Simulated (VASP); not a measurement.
# InSb in VASP: a series of runs

Runs on InSb. Level: PBE. Tasks: single point, relaxation of the atoms.

All numbers are computed with VASP 6.6.1; they aren't measurements. Logs are shortened: lines on timing, memory, paths and dates and some standing lists are left out, and cuts for length are marked.

## 1. The cell of the first run

Symmetry: I-4m2, No. 119, tetragonal system. The conventional cell has a = 4.581 Å, b = 4.581 Å, c = 6.608 Å, α = 90.00°, β = 90.00°, γ = 90.00°. Within 3.7 Å of In (site symmetry -4m2) lie 4 Sb at 2.82 Å. Within 3.7 Å of Sb (site symmetry -4m2) lie 4 In at 2.82 Å.

## 2. Single point, PBE (z stretched by +2 %, then relaxed in part)

INCAR reads:

```
PREC = Accurate
ENCUT = 520
EDIFF = 1E-6
ISMEAR = -1
SIGMA = 0.05
LREAL = False
LASPH = True
NELM = 80
ALGO = Normal
ISIF = 2
LWAVE = False
LCHARG = True
GGA = PE
LELF = True
LVHAR = True
NBANDS = 16
```

KPOINTS reads:

```
Automatic mesh
0
Gamma
  12 12 12
```

POSCAR reads:

```
InSb
1.0
    0.0000000000      3.2391000000      3.3038820000
    3.2391000000      0.0000000000      3.3038820000
    3.2391000000      3.2391000000      0.0000000000
In Sb
1 1
Direct
    0.0000000000      0.0000000000      0.0000000000
    0.7500000000      0.7500000000      0.7500000000
```

Potentials or basis: VASP PAW PBE potentials, release 64 (In_d, Sb).

Command:

```
cat potpaw_PBE.64/In_d/POTCAR potpaw_PBE.64/Sb/POTCAR > POTCAR
mpirun -np 1 vasp_std > vasp.out
```

OUTCAR:

```text
PREC = Accurate
   ENCUT = 520
   EDIFF = 1E-6
   ISMEAR = -1
   LREAL = False
   LASPH = True
   NELM = 80
   ISIF = 2
   GGA = PE

 ion  position               nearest neighbor table
   1  0.000  0.000  0.000-   2 2.82   2 2.82   2 2.82   2 2.82
   2  0.750  0.750  0.750-   1 2.82   1 2.82   1 2.82   1 2.82

  LATTYP: Found a body centered tetragonal cell.
 ALAT       =     4.5807791499
 C/A-ratio  =     1.4424978336

  Lattice vectors:

 A1 = (  -3.2391000000,   0.0000000000,   3.3038820000)
 A2 = (   3.2391000000,   0.0000000000,   3.3038820000)
 A3 = (   0.0000000000,   3.2391000000,  -3.3038820000)

Analysis of symmetry for initial positions (statically):
=====================================================================
 Subroutine PRICEL returns:
 Original cell was already a primitive cell.

 Routine SETGRP: Setting up the symmetry group for a
 body centered tetragonal supercell.

 Subroutine GETGRP returns: Found  8 space group operations
 (whereof  8 operations were pure point group operations)
 out of a pool of 16 trial point group operations.

The static configuration has the point symmetry D_2d.

Analysis of symmetry for dynamics (positions and initial velocities):
=====================================================================
 Subroutine PRICEL returns:
 Original cell was already a primitive cell.

 Routine SETGRP: Setting up the symmetry group for a
 body centered tetragonal supercell.

 Subroutine GETGRP returns: Found  8 space group operations
 (whereof  8 operations were pure point group operations)
 out of a pool of 16 trial point group operations.

The dynamic configuration has the point symmetry D_2d.

 Subroutine INISYM returns: Found  8 space group operations
 (whereof  8 operations are pure point group operations),
 and found     1 'primitive' translations

----------------------------------------------------------------------------------------

                                     Primitive cell

  volume of cell :      69.3271

  direct lattice vectors                    reciprocal lattice vectors
     0.000000000  3.239100000  3.303882000    -0.154363867  0.154363867  0.151337124
     3.239100000  0.000000000  3.303882000     0.154363867 -0.154363867  0.151337124
     3.239100000  3.239100000  0.000000000     0.154363867  0.154363867 -0.151337124

  length of vectors
     4.626813707  4.626813707  4.580779150     0.265630065  0.265630065  0.265630065

  position of ions in fractional coordinates (direct lattice)
     0.000000000  0.000000000  0.000000000
     0.750000000  0.750000000  0.750000000

  ion indices of the primitive-cell ions
   primitive index   ion index
                 1           1
                 2           2

----------------------------------------------------------------------------------------

 KPOINTS: Automatic mesh

Automatic generation of k-mesh.
 Grid dimensions read from file:
 generate k-points for:   12   12   12

 Generating k-lattice:

  Cartesian coordinates                     Fractional coordinates (reciprocal lattice)
    -0.012863656  0.012863656  0.012611427     0.083333333  0.000000000  0.000000000
     0.012863656 -0.012863656  0.012611427     0.000000000  0.083333333  0.000000000
     0.012863656  0.012863656 -0.012611427     0.000000000  0.000000000  0.083333333

  Length of vectors
     0.022135839  0.022135839  0.022135839

  Shift w.r.t. Gamma in fractional coordinates (k-lattice)
     0.000000000  0.000000000  0.000000000

 Subroutine IBZKPT returns following result:
 ===========================================

 Found    163 irreducible k-points:

 Following reciprocal coordinates:
            Coordinates               Weight
  0.000000  0.000000  0.000000      1.000000
  0.083333 -0.000000  0.000000      8.000000
  0.166667 -0.000000  0.000000      8.000000
  0.250000 -0.000000  0.000000      8.000000
  0.333333 -0.000000  0.000000      8.000000
  0.416667 -0.000000  0.000000      8.000000
[... 16 lines left out ...]
  0.500000  0.166667  0.000000      8.000000
 -0.416667  0.166667  0.000000      8.000000
 [... further k-points ...]
   k-points           NKPTS =    163   k-points in BZ     NKDIM =    163   number of bands    NBANDS=     16
   number of dos      NEDOS =    301   number of ions     NIONS =      2
   total plane-waves  NPLWV =  46656
   dimension x,y,z NGX =    36 NGY =   36 NGZ =   36
   dimension x,y,z NGXF=    72 NGYF=   72 NGZF=   72
   ions per type =               1   1
   NGX,Y,Z   is equivalent  to a cutoff of  12.94, 12.94, 13.07 a.u.
   NGXF,Y,Z  is equivalent  to a cutoff of  25.87, 25.87, 26.13 a.u.
 SYSTEM =  unknown system
   PREC   = accura    normal or accurate (medium, high low for compatibility)
   ISTART =      0    job   : 0-new  1-cont  2-samecut
   ICHARG =      2    charge: 1-file 2-atom 10-const
   ISPIN  =      1    spin polarized calculation?
   LNONCOLLINEAR =      F non collinear calculations
   LSORBIT =      F    spin-orbit coupling
   LASPH  =      T    aspherical Exc in radial PAW
   ENCUT  =  520.0 eV  38.22 Ry    6.18 a.u.   8.60  8.60  8.52*2*pi/ulx,y,z
   NELM   =     80;   NELMIN=  2; NELMDL= -5     # of ELM steps
   EDIFF  = 0.1E-05   stopping-criterion for ELM
   LREAL  =      F    real-space projection
   EDIFFG = 0.1E-04   stopping-criterion for IOM
   NSW    =      0    number of steps for IOM
   IBRION =     -1    ionic relax: 0-MD 1-quasi-New 2-CG
   NFREE  =      0    steps in history (QN), initial steepest desc. (CG)
   ISIF   =      2    stress and relaxation
   ISYM   =      2    0-nonsym 1-usesym 2-fastsym
   POTIM  = 0.5000    time-step for ionic-motion
   TEBEG  =    0.0;   TEEND  =   0.0 temperature during run
   PSTRESS=    0.0 pullay stress
   NELECT =      18.0000    total number of electrons
   NUPDOWN=      -1.0000    fix difference up-down
   EMIN   =  10.00;   EMAX   =-10.00  energy-range for DOS
   EFERMI =   0.00;   METHOD = LEGACY
   ISMEAR =    -1;   SIGMA  =   0.05  broadening in eV -4-tet -1-fermi 0-gaus
   EFERMI_NEDOS =   21; number of points for ismear=-14 and -15
   IALGO  =     38    algorithm
   IMIX   =      4    mixing-type and parameters
     AMIX     =   0.40;   BMIX     =  1.00
     AMIX_MAG =   1.60;   BMIX_MAG =  1.00
  volume/ion in A,a.u.               =      34.66       233.92
  Fermi-wavevector in a.u.,A,eV,Ry     =   1.044395  1.973619 14.840690  1.090760
  Thomas-Fermi vector in A             =   2.179145
   LORBIT       =      0    0 simple, 1 ext, 2 COOP (PROOUT), +10 PAW based schemes
   GGA     = PE    functional components
   LHFCALC =     F    Hartree Fock is set to
   AEXX    =    0.0000 exact exchange contribution
   IVDW    =     0    specifies the selected vdW correction
   LEPSILON=     F    determine dielectric tensor
   LRPA    =     F    only Hartree local field effects (RPA)
 non-spin polarized calculation
  energy-cutoff  :      520.00
  volume of cell :       69.33
 maximum number of plane-waves:      1887
   NGX = 17   NGY = 17   NGZ = 17

 number of electron      17.9999996 magnetization

 Free energy of the ion-electron system (eV)
  ---------------------------------------------------
  ext. energy  EPLUGINS =         0.00000000
  ---------------------------------------------------
  free energy    TOTEN  =        -6.92788652 eV

  energy without entropy =       -6.92765563  energy(sigma->0) =       -6.92777107

 E-fermi :   5.0058     XC(G=0):  -8.6033

 val. band max:        4.9345342085   @ k =   0.0000   0.0000   0.0000
 cond. band min:       5.4017471760   @ k =   0.5000  -0.0000   0.0000
 fundamental gap:      0.4672129675
 Fermi energy:         5.0058353221

 k-point     1 :       0.0000    0.0000    0.0000
  band No.  band energies     occupation
      1      -9.6659      2.00000
      2      -9.6617      2.00000
      3      -9.6617      2.00000
      4      -9.5848      2.00000
      5      -9.5820      2.00000
      6      -5.6934      2.00000
[... 8 lines left out ...]
     15      12.9870      0.00000
     16      13.2888      0.00000

 k-point     2 :       0.0833   -0.0000    0.0000
  band No.  band energies     occupation
      1      -9.6670      2.00000
      2      -9.6622      2.00000
      3      -9.6603      2.00000
      4      -9.5850      2.00000
      5      -9.5820      2.00000
      6      -5.6318      2.00000
[... 8 lines left out ...]
     15      12.5078      0.00000
     16      12.7491      0.00000

 k-point     3 :       0.1667   -0.0000    0.0000
  band No.  band energies     occupation
      1      -9.6743      2.00000
      2      -9.6593      2.00000
      3      -9.6567      2.00000
      4      -9.5853      2.00000
      5      -9.5820      2.00000
      6      -5.4517      2.00000
[... 8 lines left out ...]
     15      12.1331      0.00000
     16      12.2888      0.00000

 k-point     4 :       0.2500   -0.0000    0.0000
  band No.  band energies     occupation
      1      -9.6851      2.00000
      2      -9.6547      2.00000
      3      -9.6521      2.00000
      4      -9.5854      2.00000
      5      -9.5816      2.00000
      6      -5.1706      2.00000
[... 8 lines left out ...]
     15      12.1620      0.00000
     16      12.2154      0.00000
[... 324 lines left out ...]
 k-point    22 :       0.4167    0.1667    0.0000
  band No.  band energies     occupation
      1      -9.7087      2.00000
      2      -9.6432      2.00000
      3      -9.6393      2.00000
      4      -9.5861      2.00000
      5      -9.5819      2.00000
      6      -4.5392      2.00000
[... 8 lines left out ...]
     15      13.3814      0.00000
     16      14.0588      0.00000

 k-point    23 :       0.5000    0.1667    0.0000
  band No.  band energies     occupation
      1      -9.7122      2.00000
      2      -9.6425      2.00000
      3      -9.6382      2.00000
      4      -9.5842      2.00000
      5      -9.5828      2.00000
      6      -4.2757      2.00000
[... 8 lines left out ...]
     15      13.7939      0.00000
     16      14.0971      0.00000

 k-point    24 :      -0.4167    0.1667    0.0000
  band No.  band energies     occupation
      1      -9.7117      2.00000
      2      -9.6428      2.00000
      3      -9.6390      2.00000
      4      -9.5846      2.00000
      5      -9.5823      2.00000
      6      -4.2282      2.00000
[... 8 lines left out ...]
     15      13.1041      0.00000
     16      13.3911      0.00000

 [... further k-points ...]

------------------------ aborting loop because EDIFF is reached ----------------------------------------

  FORCE on cell =-STRESS in cart. coord.  units (eV):
  Direction    XX          YY          ZZ          XY          YZ          ZX
  --------------------------------------------------------------------------------------
  -------------------------------------------------------------------------------------
  Total        1.0006767      1.0006767      0.7692093      0.0000000      0.0000000     -0.0000000
  in kB       23.1260332     23.1260332     17.7767305      0.0000000      0.0000000     -0.0000000
  external PRESSURE =      21.3429323 kB  Pullay stress =       0.0000000 kB

 VOLUME and BASIS-vectors are now :
 -----------------------------------------------------------------------------
  energy-cutoff  :      520.00
  volume of cell :       69.33
      direct lattice vectors                 reciprocal lattice vectors
     0.000000000  3.239100000  3.303882000    -0.154363867  0.154363867  0.151337124
     3.239100000  0.000000000  3.303882000     0.154363867 -0.154363867  0.151337124
     3.239100000  3.239100000  0.000000000     0.154363867  0.154363867 -0.151337124

 POSITION                                       TOTAL-FORCE (eV/Angst)
 -----------------------------------------------------------------------------------
      0.00000      0.00000      0.00000         0.000000      0.000000      0.000000
      4.85865      4.85865      4.95582        -0.000000     -0.000000     -0.000000
 -----------------------------------------------------------------------------------
    total drift:                               -0.000000     -0.000000      0.000000

  FREE ENERGIE OF THE ION-ELECTRON SYSTEM (eV)
  ---------------------------------------------------
  free  energy   TOTEN  =        -6.9278865189 eV

  energy  without entropy=       -6.9276556269  energy(sigma->0) =       -6.92777107
```

Run time: 96 s. Hardware: 1 thread of Intel Xeon 6975P-C (Granite Rapids), shared host; peak memory 0.33 GiB.

Results:

- Free energy: -6.9279 eV
- Pressure: 2.1 GPa
- Band gap on the k mesh: zero (filled and empty bands touch)

Levels at points of the mesh, in eV from the Fermi level:
```tsv
k point	band 7	band 8	band 9	band 10	band 11	band 12
(0.00, 0.00, 0.00)	-0.41	-0.17	-0.07	-0.07	2.85	2.85
(0.50, 0.00, 0.00)	-5.63	-1.14	-1.02	0.40	3.66	3.75
(0.50, 0.50, 0.00)	-5.99	-2.23	-2.23	1.33	1.34	7.92
(0.50, 0.00, 0.50)	-5.91	-2.34	-2.33	1.19	1.25	7.89
```

Caveat: the cell differs from its parent crystal (z stretched by +2 %, then relaxed in part); spin-orbit coupling is left out, which moves the levels of the heavy elements.

## 3. Single point, PBE (z stretched by +3 %, then relaxed in part)

INCAR reads:

```
SYSTEM = InSb
ALGO = Normal
EDIFF = 1E-6
ENCUT = 520
GGA = PE
ISIF = 2
ISMEAR = -1
LASPH = .TRUE.
LCHARG = .TRUE.
LELF = .TRUE.
LREAL = .FALSE.
LVHAR = .TRUE.
LWAVE = .FALSE.
NBANDS = 16
NELM = 100
PREC = Accurate
SIGMA = 0.05
```

KPOINTS reads:

```
k-points
0
G
  12 12 12
  0 0 0
```

POSCAR reads:

```
InSb
1.0
    0.0000000000      3.2391000000      3.3362730000
    3.2391000000      0.0000000000      3.3362730000
    3.2391000000      3.2391000000      0.0000000000
In Sb
1 1
Direct
    0.0000000000      0.0000000000      0.0000000000
    0.7500000000      0.7500000000      0.7500000000
```

Potentials or basis: VASP PAW PBE potentials, release 64 (In_d, Sb).

Command:

```
cat potpaw_PBE.64/In_d/POTCAR potpaw_PBE.64/Sb/POTCAR > POTCAR
mpirun -np 1 vasp_std > vasp.out
```

Run time: 80 s. Hardware: 1 thread of Intel Xeon 6975P-C (Granite Rapids), shared host; peak memory 0.34 GiB.

Results (log left out):

* Free energy: -6.9342 eV
* Pressure: 1.7 GPa
* Band gap on the k mesh: zero (filled and empty bands touch)

Stress tensor (GPa, compression positive):
```
1.95 0.00 0.00
0.00 1.95 0.00
0.00 0.00 1.14
```

Levels at points of the mesh, in eV from the Fermi level:
```csv
k point,band 7,band 8,band 9,band 10,band 11,band 12
"(0.00, 0.00, 0.00)",-0.48,-0.22,-0.07,-0.07,2.83,2.83
"(0.50, 0.00, 0.00)",-5.60,-1.17,-0.98,0.36,3.63,3.76
"(0.50, 0.50, 0.00)",-5.99,-2.18,-2.18,1.37,1.38,7.84
"(0.50, 0.00, 0.50)",-5.86,-2.34,-2.32,1.16,1.23,7.78
```

Caveat: the cell differs from its parent crystal (z stretched by +3 %, then relaxed in part); spin-orbit coupling is left out, which moves the levels of the heavy elements.

## 4. Relaxation of the atoms, PBE (volume scaled by 0.94)

INCAR reads:

```
SYSTEM = InSb
  ALGO = Normal
  EDIFF = 1E-7
  EDIFFG = -0.02
  ENCUT = 520
  GGA = PE
  IBRION = 2
  ISIF = 2
  ISMEAR = -1
  LASPH = .TRUE.
  LCHARG = .FALSE.
  LREAL = .FALSE.
  LWAVE = .FALSE.
  NELM = 80
  NSW = 80
  PREC = Accurate
  SIGMA = 0.05
```

KPOINTS is that of step 3.

POSCAR reads:

```
InSb
1.0
    0.0000000000      3.1729773647      3.1729773647
    3.1729773647      0.0000000000      3.1729773647
    3.1729773647      3.1729773647      0.0000000000
In Sb
1 1
Direct
    0.0000000000      0.0000000000      0.0000000000
    0.7500000000      0.7500000000      0.7500000000
```

Command:

```
cat potpaw_PBE.64/In_d/POTCAR potpaw_PBE.64/Sb/POTCAR > POTCAR
mpirun -np 1 vasp_std > vasp.out
```

Run time: 2 min. Hardware: 1 thread of AMD EPYC 7R13, shared host; peak memory 0.22 GiB.

The run converged. Its results:

```yaml
Free_energy: -6.7830 eV
Pressure_after_relaxing: 6.8 GPa
Band_gap_on_the_k_mesh: 0.18 eV, direct
```

Final structure:
```xyz
2
Lattice="0.0000 3.1730 3.1730 3.1730 0.0000 3.1730 3.1730 3.1730 0.0000" Properties=species:S:1:pos:R:3 pbc="T T T"
In    0.0000    0.0000    0.0000
Sb    4.7595    4.7595    4.7595
```

Levels at points of the mesh, in eV from the valence-band top:
```tsv
k point	band 5	band 6	band 7	band 8	band 9	band 10	band 11	band 12	band 13
(0.00, 0.00, 0.00)	-14.65	-11.13	0.00	0.00	0.00	0.18	2.94	2.94	2.94
(0.50, 0.00, 0.00)	-14.65	-9.60	-5.93	-1.11	-1.11	0.65	3.81	3.81	6.04
(0.50, 0.50, 0.00)	-14.64	-8.91	-6.20	-2.48	-2.48	1.23	1.28	8.53	8.53
```

Caveat: the relaxation stopped at its first step, so nothing moved; spin-orbit coupling is left out, which moves the levels of the heavy elements.

## 5. The runs side by side

```csv
task,cell,gap on the mesh (eV),pressure (GPa)
single point,"a = 4.627, b = 4.627, c = 4.581 Å, angles 60.3, 60.3, 59.3°, 2 atoms",none,2.1
single point,"a = 4.650, b = 4.650, c = 4.581 Å, angles 60.5, 60.5, 59.0°, 2 atoms",none,1.7
relaxation of the atoms,"atoms relaxed from a = 4.487 Å, angles 60.0°, 2 atoms",0.18,6.8
```

Alike in all rows: level PBE; potentials or basis VASP PAW PBE potentials, release 64 (In_d, Sb); no spin polarisation; k mesh 12 × 12 × 12; cutoff (eV) 520; smearing fermi-dirac 0.05 eV.

Caveats: spin-orbit coupling is left out, which moves the levels of the heavy elements; the relaxation stopped at its first step, so nothing moved (some runs).

Total energies depend on the potentials used, so only differences within one code and one set of settings carry meaning.
